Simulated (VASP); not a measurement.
# TaN (I4/mmm) in VASP: further runs

TaN is run at these levels: PBE; tasks: single point.

Program: VASP 6.6.1. These are calculated values, not measurements. Logs are shortened: lines on timing, memory, paths and dates and some standing lists are left out, and cuts for length are marked.

### 1 The cell of the first run

The structure is tetragonal, space group I4/mmm (No. 139). Conventional cell: a = 3.082 Å, b = 3.082 Å, c = 4.380 Å, α = 90.00°, β = 90.00°, γ = 90.00°. Within 2.9 Å of Ta (site symmetry 4/mmm) lie 6 N at 2.18 to 2.19 Å. Within 2.9 Å of N (site symmetry 4/mmm) lie 6 Ta at 2.18 to 2.19 Å.

### 2 Single point, PBE (strain +0.0050 x Voigt [0, 1, 0, 0, 0, 0])

File INCAR:

```
SYSTEM = TaN
PREC     = Accurate       ! precision mode
ENCUT    = 520            ! plane-wave cutoff, eV
EDIFF    = 1E-6           ! SCF threshold, eV
ISMEAR   = 0              ! smearing method
SIGMA    = 0.15           ! smearing width, eV
LREAL    = .FALSE.        ! projectors in reciprocal space
LASPH    = .TRUE.         ! aspherical terms in the spheres
NELM     = 80             ! most SCF steps
ALGO     = Normal         ! electronic algorithm
ISIF     = 2              ! what is computed and relaxed
LWAVE    = .FALSE.        ! write WAVECAR
LCHARG   = .FALSE.        ! write CHGCAR
GGA      = PE             ! functional
NBANDS   = 15             ! bands
```

File KPOINTS:

```
regular mesh
0
G
  18 18 18
  0 0 0
```

File POSCAR:

```
TaN
1.0
    0.0000000000      2.1898950000      2.1790000000
    2.1790000000      0.0000000000      2.1790000000
    2.1790000000      2.1898950000      0.0000000000
Ta N
1 1
Direct
    0.5000000000      0.5000000000      0.5000000000
    0.0000000000      0.0000000000      0.0000000000
```

Potentials or basis: VASP PAW PBE potentials, release 64 (Ta_pv, N).

Command:

```sh
$ cat potpaw_PBE.64/Ta_pv/POTCAR potpaw_PBE.64/N/POTCAR > POTCAR
$ mpirun -np 1 vasp_std > vasp.out
```

OUTCAR:

```text
SYSTEM = TaN
   PREC = Accurate
   ENCUT = 520
   EDIFF = 1E-6
   ISMEAR = 0
   LREAL = .FALSE.
   LASPH = .TRUE.
   NELM = 80
   ISIF = 2
   GGA = PE

 ion  position               nearest neighbor table
   1  0.500  0.500  0.500-   2 2.18   2 2.18   2 2.18   2 2.18   2 2.19   2 2.19
   2  0.000  0.000  0.000-   1 2.18   1 2.18   1 2.18   1 2.18   1 2.19   1 2.19

  LATTYP: Found a body centered tetragonal cell.
 ALAT       =     3.0815713524
 C/A-ratio  =     1.4212846302

  Lattice vectors:

 A1 = (   0.0000000000,  -2.1898950000,   2.1790000000)
 A2 = (   0.0000000000,  -2.1898950000,  -2.1790000000)
 A3 = (   2.1790000000,   2.1898950000,   0.0000000000)

Analysis of symmetry for initial positions (statically):
=====================================================================
 Subroutine PRICEL returns:
 Original cell was already a primitive cell.

 Routine SETGRP: Setting up the symmetry group for a
 body centered tetragonal supercell.

 Subroutine GETGRP returns: Found 16 space group operations
 (whereof 16 operations were pure point group operations)
 out of a pool of 16 trial point group operations.

The static configuration has the point symmetry D_4h.

Analysis of symmetry for dynamics (positions and initial velocities):
=====================================================================
 Subroutine PRICEL returns:
 Original cell was already a primitive cell.

 Routine SETGRP: Setting up the symmetry group for a
 body centered tetragonal supercell.

 Subroutine GETGRP returns: Found 16 space group operations
 (whereof 16 operations were pure point group operations)
 out of a pool of 16 trial point group operations.

The dynamic configuration has the point symmetry D_4h.

 Subroutine INISYM returns: Found 16 space group operations
 (whereof 16 operations are pure point group operations),
 and found     1 'primitive' translations

----------------------------------------------------------------------------------------

                                     Primitive cell

  volume of cell :      20.7954

  direct lattice vectors                    reciprocal lattice vectors
     0.000000000  2.189895000  2.179000000    -0.229463056  0.228321449  0.229463056
     2.179000000  0.000000000  2.179000000     0.229463056 -0.228321449  0.229463056
     2.179000000  2.189895000  0.000000000     0.229463056  0.228321449 -0.229463056

  length of vectors
     3.089284887  3.081571352  3.089284887     0.396783660  0.396783660  0.396783660

  position of ions in fractional coordinates (direct lattice)
     0.500000000  0.500000000  0.500000000
     0.000000000  0.000000000  0.000000000

  ion indices of the primitive-cell ions
   primitive index   ion index
                 1           1
                 2           2

----------------------------------------------------------------------------------------

 KPOINTS: regular mesh

Automatic generation of k-mesh.
 Grid dimensions read from file:
 generate k-points for:   18   18   18

 Generating k-lattice:

  Cartesian coordinates                     Fractional coordinates (reciprocal lattice)
    -0.012747948  0.012684525  0.012747948     0.055555556  0.000000000  0.000000000
     0.012747948 -0.012684525  0.012747948     0.000000000  0.055555556  0.000000000
     0.012747948  0.012684525 -0.012747948     0.000000000  0.000000000  0.055555556

  Length of vectors
     0.022043537  0.022043537  0.022043537

  Shift w.r.t. Gamma in fractional coordinates (k-lattice)
     0.000000000  0.000000000  0.000000000

 Subroutine IBZKPT returns following result:
 ===========================================

 Found    480 irreducible k-points:

 Following reciprocal coordinates:
            Coordinates               Weight
  0.000000  0.000000  0.000000      1.000000
  0.055556  0.000000 -0.000000      8.000000
  0.111111  0.000000 -0.000000      8.000000
  0.166667  0.000000  0.000000      8.000000
  0.222222  0.000000 -0.000000      8.000000
  0.277778  0.000000 -0.000000      8.000000
[... 16 lines left out ...]
 -0.277778  0.055556  0.000000     16.000000
 -0.222222  0.055556  0.000000     16.000000
 [... further k-points ...]
   k-points           NKPTS =    480   k-points in BZ     NKDIM =    480   number of bands    NBANDS=     15
   number of dos      NEDOS =    301   number of ions     NIONS =      2
   total plane-waves  NPLWV =  13824
   dimension x,y,z NGX =    24 NGY =   24 NGZ =   24
   dimension x,y,z NGXF=    48 NGYF=   48 NGZF=   48
   ions per type =               1   1
   NGX,Y,Z   is equivalent  to a cutoff of  12.92, 12.95, 12.92 a.u.
   NGXF,Y,Z  is equivalent  to a cutoff of  25.83, 25.90, 25.83 a.u.
 SYSTEM =  TaN
   PREC   = accura    normal or accurate (medium, high low for compatibility)
   ISTART =      0    job   : 0-new  1-cont  2-samecut
   ICHARG =      2    charge: 1-file 2-atom 10-const
   ISPIN  =      1    spin polarized calculation?
   LNONCOLLINEAR =      F non collinear calculations
   LSORBIT =      F    spin-orbit coupling
   LASPH  =      T    aspherical Exc in radial PAW
   ENCUT  =  520.0 eV  38.22 Ry    6.18 a.u.   5.74  5.73  5.74*2*pi/ulx,y,z
   NELM   =     80;   NELMIN=  2; NELMDL= -5     # of ELM steps
   EDIFF  = 0.1E-05   stopping-criterion for ELM
   LREAL  =      F    real-space projection
   EDIFFG = 0.1E-04   stopping-criterion for IOM
   NSW    =      0    number of steps for IOM
   IBRION =     -1    ionic relax: 0-MD 1-quasi-New 2-CG
   NFREE  =      0    steps in history (QN), initial steepest desc. (CG)
   ISIF   =      2    stress and relaxation
   ISYM   =      2    0-nonsym 1-usesym 2-fastsym
   POTIM  = 0.5000    time-step for ionic-motion
   TEBEG  =    0.0;   TEEND  =   0.0 temperature during run
   PSTRESS=    0.0 pullay stress
   NELECT =      16.0000    total number of electrons
   NUPDOWN=      -1.0000    fix difference up-down
   EMIN   =  10.00;   EMAX   =-10.00  energy-range for DOS
   EFERMI =   0.00;   METHOD = LEGACY
   ISMEAR =     0;   SIGMA  =   0.15  broadening in eV -4-tet -1-fermi 0-gaus
   EFERMI_NEDOS =   21; number of points for ismear=-14 and -15
   IALGO  =     38    algorithm
   IMIX   =      4    mixing-type and parameters
     AMIX     =   0.40;   BMIX     =  1.00
     AMIX_MAG =   1.60;   BMIX_MAG =  1.00
  volume/ion in A,a.u.               =      10.40        70.17
  Fermi-wavevector in a.u.,A,eV,Ry     =   1.500119  2.834813 30.617947  2.250356
  Thomas-Fermi vector in A             =   2.611660
   LORBIT       =      0    0 simple, 1 ext, 2 COOP (PROOUT), +10 PAW based schemes
   GGA     = PE    functional components
   LHFCALC =     F    Hartree Fock is set to
   AEXX    =    0.0000 exact exchange contribution
   IVDW    =     0    specifies the selected vdW correction
   LEPSILON=     F    determine dielectric tensor
   LRPA    =     F    only Hartree local field effects (RPA)
 non-spin polarized calculation
 Gauss-broadening in eV      SIGMA  =   0.15
  energy-cutoff  :      520.00
  volume of cell :       20.80
 maximum number of plane-waves:       571
   NGX = 11   NGY = 11   NGZ = 11

 number of electron      16.0000000 magnetization

 Free energy of the ion-electron system (eV)
  ---------------------------------------------------
  ext. energy  EPLUGINS =         0.00000000
  ---------------------------------------------------
  free energy    TOTEN  =       -21.79838678 eV

  energy without entropy =      -21.78890246  energy(sigma->0) =      -21.79364462

 E-fermi :   9.8145     XC(G=0): -13.5616

 val. band max:        9.8091303417   @ k =   0.3889   0.0000   0.0556
 cond. band min:       9.8147806239   @ k =  -0.3333   0.1667   0.0556
 fundamental gap:      0.0056502822
 Fermi energy:         9.8144751261

 k-point     1 :       0.0000    0.0000    0.0000
  band No.  band energies     occupation
      1     -25.9348      2.00000
      2     -25.9314      2.00000
      3     -25.9314      2.00000
      4      -9.2476      2.00000
      5       5.8939      2.00000
      6       5.9177      2.00000
      7       5.9177      2.00000
      8       7.5924      2.00000
      9       7.6537      2.00000
     10       7.6537      2.00000
     11       9.8293      0.88852
     12       9.9072      0.38209
     13      11.5206      0.00000
     14      19.2162      0.00000
     15      22.2152      0.00000

 k-point     2 :       0.0556    0.0000   -0.0000
  band No.  band energies     occupation
      1     -25.9630      2.00000
      2     -25.9364      2.00000
      3     -25.9340      2.00000
      4      -9.1689      2.00000
      5       5.4862      2.00000
      6       5.6173      2.00000
      7       5.6342      2.00000
      8       7.7397      2.00000
      9       7.7829      2.00000
     10       7.8359      2.00000
     11      10.1518      0.00147
     12      10.2318      0.00008
     13      11.7516      0.00000
     14      19.4574      0.00000
     15      22.2152      0.00000

 k-point     3 :       0.1111    0.0000   -0.0000
  band No.  band energies     occupation
      1     -26.0496      2.00000
      2     -25.9446      2.00000
      3     -25.9415      2.00000
      4      -8.9398      2.00000
      5       4.5913      2.00000
      6       4.9976      2.00000
      7       5.0156      2.00000
      8       8.0571      2.00000
      9       8.0901      2.00000
     10       8.1454      2.00000
     11      10.9613      0.00000
     12      11.0467      0.00000
     13      12.3611      0.00000
     14      20.1381      0.00000
     15      22.2148      0.00000
[... 343 lines left out ...]
 k-point    23 :      -0.2778    0.0556    0.0000
  band No.  band energies     occupation
      1     -26.5431      2.00000
      2     -26.0212      2.00000
      3     -25.9805      2.00000
      4      -7.4074      2.00000
      5       1.1771      2.00000
      6       2.7943      2.00000
      7       3.1518      2.00000
      8       9.2845      2.00000
      9       9.6450      1.89000
     10      10.6340      0.00000
     11      13.8780      0.00000
     12      15.1510      0.00000
     13      15.4328      0.00000
     14      22.1702      0.00000
     15      22.4490      0.00000

 k-point    24 :      -0.2222    0.0556    0.0000
  band No.  band energies     occupation
      1     -26.3900      2.00000
      2     -26.0054      2.00000
      3     -25.9642      2.00000
      4      -7.9195      2.00000
      5       2.0753      2.00000
      6       3.2717      2.00000
      7       3.6985      2.00000
      8       8.8255      2.00000
      9       8.9834      2.00000
     10       9.9500      0.20146
     11      12.7854      0.00000
     12      14.2449      0.00000
     13      14.5785      0.00000
     14      22.2021      0.00000
     15      22.4336      0.00000

 [... further k-points ...]

------------------------ aborting loop because EDIFF is reached ----------------------------------------

  FORCE on cell =-STRESS in cart. coord.  units (eV):
  Direction    XX          YY          ZZ          XY          YZ          ZX
  --------------------------------------------------------------------------------------
  -------------------------------------------------------------------------------------
  Total        1.9094909      1.4717519      1.9094909     -0.0000000      0.0000000      0.0000000
  in kB      147.1161754    113.3906995    147.1161754     -0.0000000      0.0000000      0.0000000
  external PRESSURE =     135.8743501 kB  Pullay stress =       0.0000000 kB

 VOLUME and BASIS-vectors are now :
 -----------------------------------------------------------------------------
  energy-cutoff  :      520.00
  volume of cell :       20.80
      direct lattice vectors                 reciprocal lattice vectors
     0.000000000  2.189895000  2.179000000    -0.229463056  0.228321449  0.229463056
     2.179000000  0.000000000  2.179000000     0.229463056 -0.228321449  0.229463056
     2.179000000  2.189895000  0.000000000     0.229463056  0.228321449 -0.229463056

 POSITION                                       TOTAL-FORCE (eV/Angst)
 -----------------------------------------------------------------------------------
      2.17900      2.18989      2.17900         0.000000     -0.000000      0.000000
      0.00000      0.00000      0.00000         0.000000      0.000000      0.000000
 -----------------------------------------------------------------------------------
    total drift:                                0.000000     -0.000000     -0.000000

  FREE ENERGIE OF THE ION-ELECTRON SYSTEM (eV)
  ---------------------------------------------------
  free  energy   TOTEN  =       -21.7983867848 eV

  energy  without entropy=      -21.7889024571  energy(sigma->0) =      -21.79364462
```

Wall time 82 s (1 thread of AMD EPYC 9R45 (Zen 5), shared host); peak memory 0.23 GiB.

Results:

```
Free energy            : -21.7984 eV
Pressure               : 13.6 GPa
Band gap on the k mesh : zero (bands 8 and 9 overlap by 4.10 eV)
```

Caveat: the cell differs from its parent crystal (strain +0.0050 x Voigt [0, 1, 0, 0, 0, 0]); the cell stands under pressure; spin-orbit coupling is left out, which moves the levels of the heavy elements.

### 3 Single point, PBE (strain +0.0100 x Voigt [0, 1, 0, 0, 0, 0])

File INCAR:

```
PREC = Accurate
ENCUT = 520
EDIFF = 1E-6
ISMEAR = 0
SIGMA = 0.15
LREAL = False
LASPH = True
NELM = 60
ALGO = Normal
ISIF = 2
LWAVE = False
LCHARG = True
GGA = PE
LELF = True
LVHAR = True
NBANDS = 15
```

File KPOINTS:

```
Automatic mesh
0
Gamma
  18 18 18
```

File POSCAR:

```
TaN
1.0
    0.0000000000      2.2007900000      2.1790000000
    2.1790000000      0.0000000000      2.1790000000
    2.1790000000      2.2007900000      0.0000000000
Ta N
1 1
Direct
    0.5000000000      0.5000000000      0.5000000000
    0.0000000000      0.0000000000      0.0000000000
```

Potentials or basis: VASP PAW PBE potentials, release 64 (Ta_pv, N).

Command:

```sh
$ cat potpaw_PBE.64/Ta_pv/POTCAR potpaw_PBE.64/N/POTCAR > POTCAR
$ mpirun -np 1 vasp_std > vasp.out
```

It took 85 s on 1 thread of AMD EPYC 9R45 (Zen 5), shared host; peak memory 0.24 GiB.

It converged, with:

```
Free energy            : -21.8045 eV
Pressure               : 11.7 GPa
Band gap on the k mesh : zero (bands 8 and 9 overlap by 4.03 eV)
```

Stress tensor (GPa, compression positive):
```
13.92  0.00  0.00
 0.00  7.38  0.00
 0.00  0.00 13.92
```

Levels at points of the mesh, in eV from the Fermi level:
```tsv
k point	band 4	band 5	band 6	band 7	band 8	band 9	band 10	band 11	band 12	band 13
(0.00, 0.00, 0.00)	-19.02	-3.92	-3.87	-3.87	-2.25	-2.13	-2.13	-0.04	0.13	1.68
(0.50, 0.00, 0.00)	-15.89	-10.53	-7.72	-7.72	1.91	1.97	2.05	3.87	7.57	7.83
(0.50, 0.50, 0.00)	-17.76	-6.66	-5.61	-4.73	-4.69	2.16	3.56	3.70	4.72	7.03
(0.50, 0.00, 0.50)	-17.77	-6.77	-5.59	-4.66	-4.66	2.16	3.63	3.63	4.69	6.96
```

Caveat: the cell differs from its parent crystal (strain +0.0100 x Voigt [0, 1, 0, 0, 0, 0]); the cell stands under pressure; spin-orbit coupling is left out, which moves the levels of the heavy elements.

### 4 Single point, PBE (strain +0.0150 x Voigt [0, 1, 0, 0, 0, 0])

File INCAR:

```
  PREC = Accurate
  ENCUT = 520
  EDIFF = 1E-6
  ISMEAR = 0
  SIGMA = 0.15
  LREAL = False
  LASPH = True
  NELM = 80
  ALGO = Normal
  ISIF = 2
  LWAVE = False
  LCHARG = False
  GGA = PE
  NBANDS = 15
```

File KPOINTS:

```
regular mesh
0
Gamma
  18 18 18
```

File POSCAR:

```
TaN
1.0
    0.0000000000      2.2116850000      2.1790000000
    2.1790000000      0.0000000000      2.1790000000
    2.1790000000      2.2116850000      0.0000000000
Ta N
1 1
Direct
    0.5000000000      0.5000000000      0.5000000000
    0.0000000000      0.0000000000      0.0000000000
```

Command:

```sh
$ cat potpaw_PBE.64/Ta_pv/POTCAR potpaw_PBE.64/N/POTCAR > POTCAR
$ mpirun -np 1 vasp_std > vasp.out
```

Run time: 80 s. Hardware: 1 thread of AMD EPYC 9R45 (Zen 5), shared host; peak memory 0.24 GiB.

It converged, with:

```
Free energy            : -21.8081 eV
Pressure               : 10.0 GPa
Band gap on the k mesh : zero (bands 8 and 9 overlap by 3.97 eV)
```

Stress tensor (GPa, compression positive):
```
13.14  0.00  0.00
 0.00  3.66  0.00
 0.00  0.00 13.14
```

Levels at points of the mesh, in eV from the Fermi level:
```
           k point  band 5  band 6  band 7  band 8  band 9  band 10  band 11  band 12
(0.00, 0.00, 0.00)   -3.92   -3.85   -3.85   -2.27   -2.09    -2.09    -0.10     0.16
(0.50, 0.00, 0.00)  -10.49   -7.69   -7.68    1.87    1.96     2.05     3.85     7.45
(0.50, 0.50, 0.00)   -6.63   -5.57   -4.74   -4.68    2.13     3.50     3.71     4.68
(0.50, 0.00, 0.50)   -6.79   -5.55   -4.63   -4.63    2.14     3.60     3.60     4.62
```

Caveat: the cell differs from its parent crystal (strain +0.0150 x Voigt [0, 1, 0, 0, 0, 0]); the cell stands under pressure; spin-orbit coupling is left out, which moves the levels of the heavy elements.

### 5 Summary

```csv
cell,gap on the mesh (eV),pressure (GPa)
"a = 3.089, b = 3.082 Å, angles 60.1, 59.8, 60.1°, 2 atoms",none,13.6
"a = 3.097, b = 3.082 Å, angles 60.2, 59.7, 60.2°, 2 atoms",none,11.7
"a = 3.105, b = 3.082 Å, angles 60.2, 59.5, 60.2°, 2 atoms",none,10.0
```

Alike in all rows: task single point; level PBE; potentials or basis VASP PAW PBE potentials, release 64 (Ta_pv, N); no spin polarisation; k mesh 18 × 18 × 18; cutoff (eV) 520; smearing gaussian 0.15 eV.

Caveats: the cell stands under pressure; spin-orbit coupling is left out, which moves the levels of the heavy elements.

Absolute energies hang on the potentials; compare differences alone.
